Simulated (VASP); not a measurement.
Wanted: the native input for a VASP 6.6.1 run.

| Quantity | Value |
| --- | --- |
| Task | single point |
| Functional | PBEsol |
| Potentials or basis | VASP PAW PBE potentials, release 64 (Y_sv, Zn) |
| Cutoff | 520 eV |
| k mesh | 7 × 7 × 7 |
| Occupations | fermi-dirac, width 0.1 eV |
| Spin | no spin polarisation |
| Dipole correction | no |
| Further INCAR settings | ALGO = Normal; EDIFF = 1e-06; NBANDS = 18 |

The structure of YZn lies in POSCAR:

```
YZn
1.0
    3.4371422092      0.0000000000      0.0000000000
    0.0000000000      3.4371422092      0.0000000000
    0.0000000000      0.0000000000      3.4371422092
Y Zn
1 1
Direct
    0.0000000000      0.0000000000      0.0000000000
    0.5000000000      0.5000000000      0.5000000000
```

The input as run:

INCAR

```
SYSTEM = YZn
PREC = Accurate
ENCUT = 520
EDIFF = 1E-6
ISMEAR = -1
SIGMA = 0.1
LREAL = .False.
LASPH = .True.
NELM = 80
ALGO = Normal
ISIF = 2
LWAVE = .False.
LCHARG = .False.
GGA = PS
NBANDS = 18
```

KPOINTS

```
regular mesh
0
Gamma
  7 7 7
  0 0 0
```

Potentials or basis: VASP PAW PBE potentials, release 64 (Y_sv, Zn).

Command:

```console
$ cat potpaw_PBE.64/Y_sv/POTCAR potpaw_PBE.64/Zn/POTCAR > POTCAR
$ mpirun -np 1 vasp_std > vasp.out
```

It gave:

```json
{
  "Pressure": "5.5 GPa"
}
```

Caveat: the PAW data sets were made with another functional, which shifts forces and pressure a little.

Run time: 9.6 s on 1 thread of Intel(R) Xeon(R) Platinum 8559C (Emerald Rapids), with other jobs on the host, peak memory 0.17 GiB.
